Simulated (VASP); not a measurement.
Input of a VASP 6.6.1 run:

The input INCAR:

```
SYSTEM = HRh12
ALGO = Normal
DIPOL = 0.5 0.5 0.324
EDIFF = 1E-7
ENCUT = 520
GGA = PE
IDIPOL = 3
ISIF = 2
ISMEAR = 0
LASPH = .TRUE.
LCHARG = .TRUE.
LDIPOL = .TRUE.
LELF = .TRUE.
LREAL = .FALSE.
LVACPOTAV = .TRUE.
LVHAR = .TRUE.
LWAVE = .FALSE.
NBANDS = 102
NELM = 60
PREC = Accurate
SIGMA = 0.1
```

Contents of KPOINTS:

```
k-points
0
G
  6 6 1
  0 0 0
```

The input POSCAR:

```
HRh12
1.0
    5.4165863251      0.0000000000      0.0000000000
   -2.7082931626      4.6909013593      0.0000000000
    0.0000000000      0.0000000000     19.7966118206
Rh H
12 1
Direct
    0.3333333334      0.1666666667      0.2020547777
    0.3333333333      0.6666666667      0.2020547777
    0.8333333334      0.1666666667      0.2020547777
    0.8333333333      0.6666666667      0.2020547777
    0.1666666667      0.3333333333      0.3106031918
    0.1666666667      0.8333333333      0.3106031918
    0.6666666666      0.3333333333      0.3106031918
    0.6666666666      0.8333333333      0.3106031918
    0.0000000000      0.0000000000      0.4190925142
    0.0000000000      0.5000000000      0.4190925142
    0.5000000000      0.0000000000      0.4190925142
    0.5000000000      0.5000000000      0.4190925142
    0.0833333334      0.1666666667      0.4900626388
```

Potentials or basis: VASP PAW PBE potentials, release 64 (Rh_pv, H).

Run with:

```sh
$ cat potpaw_PBE.64/Rh_pv/POTCAR potpaw_PBE.64/H/POTCAR > POTCAR
$ mpirun -np 1 vasp_std > vasp.out
```

(1) Estimate the largest force.

(2) Estimate the band gap on the k mesh.

Results:

(1) 0.316 eV/Å.

(2) zero (an odd number of electrons rules out a gap without spin polarisation).
